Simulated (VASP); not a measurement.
# Si3Br (Cmmm) in VASP: single point with PBE

Aim: the single point of Si3Br with PBE.

Everything below comes from runs of VASP 6.6.1. Logs are shortened: lines on timing, memory, paths and dates and some standing lists are left out, and cuts for length are marked.

### 1 The cell of the first run

The typed cell holds 4 atoms: a = 3.098 Å, b = 3.098 Å, c = 8.553 Å, α = 90.00°, β = 90.00°, γ = 90.02°.

The cell was built from a structure type or drawn by symmetry, and may not be a known phase.

### 2 Single point, PBE

The input, INCAR:

```
PREC = Accurate
ENCUT = 520
EDIFF = 1E-6
ISMEAR = 0
SIGMA = 0.1
LREAL = False
LASPH = True
NELM = 100
ALGO = Normal
ISIF = 2
LWAVE = False
LCHARG = True
GGA = PE
LELF = True
LVHAR = True
NBANDS = 18
```

The input, KPOINTS:

```
regular mesh
0
Gamma
  16 16 6
```

The input, POSCAR:

```
Si3Br
1.0
    2.1899724667     -2.1907848212      0.0000000000
    2.1899724667      2.1907848212      0.0000000000
    0.0000000000      0.0000000000      8.5534993658
Si Br
3 1
Direct
    0.5000000000      0.5000000000      0.6593147021
    0.0000000000      0.0000000000      0.5000000000
    0.5000000000      0.5000000000      0.3406852979
    0.0000000000      0.0000000000      0.0000000000
```

Potentials or basis: VASP PAW PBE potentials, release 64 (Si, Br).

Launch:

```sh
$ cat potpaw_PBE.64/Si/POTCAR potpaw_PBE.64/Br/POTCAR > POTCAR
$ mpirun -np 1 vasp_std > vasp.out
```

OUTCAR:

```text
PREC = Accurate
   ENCUT = 520
   EDIFF = 1E-6
   ISMEAR = 0
   LREAL = False
   LASPH = True
   NELM = 100
   ISIF = 2
   GGA = PE

 ion  position               nearest neighbor table
   1  0.500  0.500  0.659-   2 2.58   2 2.58   2 2.58   2 2.58   3 2.73
   2  0.000  0.000  0.500-   1 2.58   3 2.58   1 2.58   3 2.58   1 2.58   3 2.58   1 2.58   3 2.58

   3  0.500  0.500  0.341-   2 2.58   2 2.58   2 2.58   2 2.58   1 2.73
   4  0.000  0.000  0.000-

  LATTYP: Found a base centered orthorhombic cell.
 ALAT       =     4.3799449334
 B/A-ratio  =     1.0003709428
 C/A-ratio  =     1.9528782886

  Lattice vectors:

 A1 = (   2.1899724667,  -2.1907848212,   0.0000000000)
 A2 = (   2.1899724667,   2.1907848212,   0.0000000000)
 A3 = (   0.0000000000,   0.0000000000,   8.5534993658)

Analysis of symmetry for initial positions (statically):
=====================================================================
 Subroutine PRICEL returns:
 Original cell was already a primitive cell.

 Routine SETGRP: Setting up the symmetry group for a
 base centered orthorhombic supercell.

 Subroutine GETGRP returns: Found  8 space group operations
 (whereof  8 operations were pure point group operations)
 out of a pool of  8 trial point group operations.

The static configuration has the point symmetry D_2h.

Analysis of symmetry for dynamics (positions and initial velocities):
=====================================================================
 Subroutine PRICEL returns:
 Original cell was already a primitive cell.

 Routine SETGRP: Setting up the symmetry group for a
 base centered orthorhombic supercell.

 Subroutine GETGRP returns: Found  8 space group operations
 (whereof  8 operations were pure point group operations)
 out of a pool of  8 trial point group operations.

The dynamic configuration has the point symmetry D_2h.

 Subroutine INISYM returns: Found  8 space group operations
 (whereof  8 operations are pure point group operations),
 and found     1 'primitive' translations

----------------------------------------------------------------------------------------

                                     Primitive cell

  volume of cell :      82.0752

  direct lattice vectors                    reciprocal lattice vectors
     2.189972467 -2.190784821  0.000000000     0.228313373 -0.228228713  0.000000000
     2.189972467  2.190784821  0.000000000     0.228313373  0.228228713  0.000000000
     0.000000000  0.000000000  8.553499366     0.000000000  0.000000000  0.116911215

  length of vectors
     3.097663238  3.097663238  8.553499366     0.322824010  0.322824010  0.116911215

  position of ions in fractional coordinates (direct lattice)
     0.500000000  0.500000000  0.659314702
     0.000000000  0.000000000  0.500000000
     0.500000000  0.500000000  0.340685298
     0.000000000  0.000000000  0.000000000

  ion indices of the primitive-cell ions
   primitive index   ion index
                 1           1
                 2           2
                 3           3
                 4           4

----------------------------------------------------------------------------------------

 KPOINTS: regular mesh

Automatic generation of k-mesh.
 Grid dimensions read from file:
 generate k-points for:   16   16    6

 Generating k-lattice:

  Cartesian coordinates                     Fractional coordinates (reciprocal lattice)
     0.014269586 -0.014264295  0.000000000     0.062500000  0.000000000  0.000000000
     0.014269586  0.014264295  0.000000000     0.000000000  0.062500000  0.000000000
     0.000000000  0.000000000  0.019485202     0.000000000  0.000000000  0.166666667

  Length of vectors
     0.020176501  0.020176501  0.019485202

  Shift w.r.t. Gamma in fractional coordinates (k-lattice)
     0.000000000  0.000000000  0.000000000

 Subroutine IBZKPT returns following result:
 ===========================================

 Found    292 irreducible k-points:

 Following reciprocal coordinates:
            Coordinates               Weight
  0.000000  0.000000  0.000000      1.000000
  0.062500  0.000000  0.000000      4.000000
  0.125000  0.000000  0.000000      4.000000
  0.187500  0.000000  0.000000      4.000000
  0.250000  0.000000  0.000000      4.000000
  0.312500  0.000000  0.000000      4.000000
[... 16 lines left out ...]
 -0.125000  0.062500  0.000000      4.000000
 -0.062500  0.062500  0.000000      2.000000
 [... further k-points ...]
   k-points           NKPTS =    292   k-points in BZ     NKDIM =    292   number of bands    NBANDS=     18
   number of dos      NEDOS =    301   number of ions     NIONS =      4
   total plane-waves  NPLWV =  36864
   dimension x,y,z NGX =    24 NGY =   24 NGZ =   64
   dimension x,y,z NGXF=    48 NGYF=   48 NGZF=  128
   ions per type =               3   1
   NGX,Y,Z   is equivalent  to a cutoff of  12.88, 12.88, 12.44 a.u.
   NGXF,Y,Z  is equivalent  to a cutoff of  25.76, 25.76, 24.88 a.u.
 SYSTEM =  unknown system
   PREC   = accura    normal or accurate (medium, high low for compatibility)
   ISTART =      0    job   : 0-new  1-cont  2-samecut
   ICHARG =      2    charge: 1-file 2-atom 10-const
   ISPIN  =      1    spin polarized calculation?
   LNONCOLLINEAR =      F non collinear calculations
   LSORBIT =      F    spin-orbit coupling
   LASPH  =      T    aspherical Exc in radial PAW
   ENCUT  =  520.0 eV  38.22 Ry    6.18 a.u.   5.76  5.76 15.90*2*pi/ulx,y,z
   NELM   =    100;   NELMIN=  2; NELMDL= -5     # of ELM steps
   EDIFF  = 0.1E-05   stopping-criterion for ELM
   LREAL  =      F    real-space projection
   EDIFFG = 0.1E-04   stopping-criterion for IOM
   NSW    =      0    number of steps for IOM
   IBRION =     -1    ionic relax: 0-MD 1-quasi-New 2-CG
   NFREE  =      0    steps in history (QN), initial steepest desc. (CG)
   ISIF   =      2    stress and relaxation
   ISYM   =      2    0-nonsym 1-usesym 2-fastsym
   POTIM  = 0.5000    time-step for ionic-motion
   TEBEG  =    0.0;   TEEND  =   0.0 temperature during run
   PSTRESS=    0.0 pullay stress
   NELECT =      19.0000    total number of electrons
   NUPDOWN=      -1.0000    fix difference up-down
   EMIN   =  10.00;   EMAX   =-10.00  energy-range for DOS
   EFERMI =   0.00;   METHOD = LEGACY
   ISMEAR =     0;   SIGMA  =   0.10  broadening in eV -4-tet -1-fermi 0-gaus
   EFERMI_NEDOS =   21; number of points for ismear=-14 and -15
   IALGO  =     38    algorithm
   IMIX   =      4    mixing-type and parameters
     AMIX     =   0.40;   BMIX     =  1.00
     AMIX_MAG =   1.60;   BMIX_MAG =  1.00
  volume/ion in A,a.u.               =      20.52       138.47
  Fermi-wavevector in a.u.,A,eV,Ry     =   1.005207  1.899565 13.747873  1.010440
  Thomas-Fermi vector in A             =   2.137871
   LORBIT       =      0    0 simple, 1 ext, 2 COOP (PROOUT), +10 PAW based schemes
   GGA     = PE    functional components
   LHFCALC =     F    Hartree Fock is set to
   AEXX    =    0.0000 exact exchange contribution
   IVDW    =     0    specifies the selected vdW correction
   LEPSILON=     F    determine dielectric tensor
   LRPA    =     F    only Hartree local field effects (RPA)
 non-spin polarized calculation
 Gauss-broadening in eV      SIGMA  =   0.10
  energy-cutoff  :      520.00
  volume of cell :       82.08
 maximum number of plane-waves:      2240
   NGX = 11   NGY = 11   NGZ = 31

 number of electron      18.9999999 magnetization

 Free energy of the ion-electron system (eV)
  ---------------------------------------------------
  ext. energy  EPLUGINS =         0.00000000
  ---------------------------------------------------
  free energy    TOTEN  =       -15.77239431 eV

  energy without entropy =      -15.76110663  energy(sigma->0) =      -15.76675047

 E-fermi :   5.1254     XC(G=0):  -9.7026

 val. band max:        5.1234311154   @ k =   0.0000   0.0000   0.3333
 cond. band min:       5.1255487861   @ k =   0.4375   0.3750   0.3333
 fundamental gap:      0.0021176707
 Fermi energy:         5.1253850297

 k-point     1 :       0.0000    0.0000    0.0000
  band No.  band energies     occupation
      1     -10.0197      2.00000
      2      -8.1978      2.00000
      3      -3.9575      2.00000
      4       1.3025      2.00000
      5       1.7374      2.00000
      6       5.0657      1.60106
[... 10 lines left out ...]
     17      13.1236      0.00000
     18      14.1908      0.00000

 k-point     2 :       0.0625    0.0000    0.0000
  band No.  band energies     occupation
      1      -9.9898      2.00000
      2      -8.1397      2.00000
      3      -3.9005      2.00000
      4       1.3407      2.00000
      5       1.7782      2.00000
      6       4.3114      2.00000
[... 10 lines left out ...]
     17      13.5062      0.00000
     18      13.5953      0.00000

 k-point     3 :       0.1250    0.0000    0.0000
  band No.  band energies     occupation
      1      -9.9026      2.00000
      2      -7.9655      2.00000
      3      -3.7300      2.00000
      4       1.4314      2.00000
      5       1.8981      2.00000
      6       2.9502      2.00000
[... 10 lines left out ...]
     17      12.8768      0.00000
     18      13.9296      0.00000

 k-point     4 :       0.1875    0.0000    0.0000
  band No.  band energies     occupation
      1      -9.7666      2.00000
      2      -7.6755      2.00000
      3      -3.4469      2.00000
      4       1.2139      2.00000
      5       1.8984      2.00000
      6       2.0887      2.00000
[... 375 lines left out ...]
      4       1.2643      2.00000
      5       1.9436      2.00000
      6       2.1277      2.00000
[... 10 lines left out ...]
     17      12.9390      0.00000
     18      13.4432      0.00000

 k-point    23 :      -0.1250    0.0625    0.0000
  band No.  band energies     occupation
      1      -9.8729      2.00000
      2      -7.9075      2.00000
      3      -3.6732      2.00000
      4       1.4707      2.00000
      5       1.9381      2.00000
      6       3.0044      2.00000
[... 10 lines left out ...]
     17      13.4915      0.00000
     18      13.4973      0.00000

 k-point    24 :      -0.0625    0.0625    0.0000
  band No.  band energies     occupation
      1      -9.9599      2.00000
      2      -8.0816      2.00000
      3      -3.8437      2.00000
      4       1.3791      2.00000
      5       1.8188      2.00000
      6       4.3322      2.00000
[... 10 lines left out ...]
     17      13.5948      0.00000
     18      13.6266      0.00000

 [... further k-points ...]

------------------------ aborting loop because EDIFF is reached ----------------------------------------

  FORCE on cell =-STRESS in cart. coord.  units (eV):
  Direction    XX          YY          ZZ          XY          YZ          ZX
  --------------------------------------------------------------------------------------
  -------------------------------------------------------------------------------------
  Total       -0.0048500     -0.0188626     -0.0233189     -0.0000000      0.0000000      0.0000000
  in kB       -0.0946756     -0.3682141     -0.4552036     -0.0000000      0.0000000      0.0000000
  external PRESSURE =      -0.3060311 kB  Pullay stress =       0.0000000 kB

 VOLUME and BASIS-vectors are now :
 -----------------------------------------------------------------------------
  energy-cutoff  :      520.00
  volume of cell :       82.08
      direct lattice vectors                 reciprocal lattice vectors
     2.189972467 -2.190784821  0.000000000     0.228313373 -0.228228713  0.000000000
     2.189972467  2.190784821  0.000000000     0.228313373  0.228228713  0.000000000
     0.000000000  0.000000000  8.553499366     0.000000000  0.000000000  0.116911215

 POSITION                                       TOTAL-FORCE (eV/Angst)
 -----------------------------------------------------------------------------------
      2.18997      0.00000      5.63945        -0.000000      0.000000     -0.008266
      0.00000      0.00000      4.27675         0.000000      0.000000      0.000000
      2.18997      0.00000      2.91405         0.000000      0.000000      0.008266
      0.00000      0.00000      0.00000         0.000000      0.000000      0.000000
 -----------------------------------------------------------------------------------
    total drift:                               -0.000000     -0.000000      0.000000

  FREE ENERGIE OF THE ION-ELECTRON SYSTEM (eV)
  ---------------------------------------------------
  free  energy   TOTEN  =       -15.7723943094 eV

  energy  without entropy=      -15.7611066326  energy(sigma->0) =      -15.76675047
```

Run time: 1.8 min. Hardware: 1 thread of Intel Xeon 6975P-C (Granite Rapids), shared host; peak memory 0.47 GiB.

What came out:

* Free energy: -15.7724 eV
* Pressure: 0.0 GPa
* Largest force: 0.008 eV/Å
* Band gap on the k mesh: zero (an odd number of electrons rules out a gap without spin polarisation)

Forces in eV/Å, atoms in the order of the input:
```
Si   0.000  0.000 -0.008
Si   0.000  0.000  0.000
Si   0.000  0.000  0.008
Br   0.000  0.000  0.000
```

Levels at points of the mesh, in eV from the Fermi level:
```
           k point  band 6  band 7  band 8  band 9  band 10  band 11  band 12  band 13  band 14  band 15
(0.00, 0.00, 0.00)   -0.06   -0.06    0.26    0.26     1.93     2.41     3.10     4.03     4.03     6.53
(0.50, 0.00, 0.00)   -4.78   -1.88   -1.03    0.82     1.46     2.43     3.24     3.53     5.84     6.16
(0.50, 0.50, 0.00)   -3.51   -3.51   -3.04   -1.65    -1.64    -1.56     0.01     0.48     3.99     4.00
(0.00, 0.00, 0.50)    0.02    0.03    0.16    0.16     0.42     2.42     3.11     4.09     4.09     7.09
(0.50, 0.00, 0.50)   -4.30   -2.47   -1.71    0.82     2.49     3.24     3.39     3.52     5.54     5.84
(0.50, 0.50, 0.50)   -3.60   -3.60   -3.07   -1.47    -1.46    -1.25    -0.43     0.66     3.45     3.45
```

Caveat: an odd number of electrons without spin polarisation forces a metal; a magnetic or distorted state may lie lower.
